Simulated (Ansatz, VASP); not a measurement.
## SiGeTe2S2: VASP beside Ansatz

```xyz
6
Lattice="4.6881 0.0000 0.0000 0.0000 4.6881 0.0000 0.0000 0.0000 5.9614" Properties=species:S:1:pos:R:3 pbc="T T T"
Si    0.0000    0.0000    0.0000
Ge    0.0000    0.0000    2.9807
Te    2.3440    0.0000    0.0000
Te    0.0000    2.3440    0.0000
S     2.3440    2.3440    4.2992
S     2.3440    2.3440    1.6622
```

Change from the starting cell: species swapped into the CeSi2Mo2C type (P4/mmm, No. 123).

Alike in both runs: task relaxation of cell and atoms; functional PBE; k mesh 4 × 4 × 4; occupations gaussian, width 0.1 eV; no spin polarisation.

|  | VASP | Ansatz |
| --- | --- | --- |
| version | VASP 6.6.1 | Ansatz 0.2.0 |
| potentials or method | VASP PAW PBE potentials, release 64 (Si, Ge_d, Te, S), cutoff 600 eV | scalar-relativistic, plane waves, PAW |
| valence electrons in the cell | 42 | 62 |

|  | VASP | Ansatz | Ansatz less VASP |
| --- | --- | --- | --- |
| gap on the k mesh at the Fermi level, each at its own relaxed structure (eV) | none | none | - |
| relaxed volume (Å³/atom) | 25.95 | 25.82 | -0.131 |
| relaxed cell length with the largest relative difference (Å) | 5.599 | 5.588 | -0.0117 |

A gap of «none» marks a metal or a gap that the smearing closes. VASP's potentials hold 42 valence electrons a cell and Ansatz's 62, so a difference there can come from the potentials and not from the codes.

Spin-orbit coupling is off throughout. Noted on VASP's run: the volume moved by over 15 % at a fixed basis, so the end points are rough.
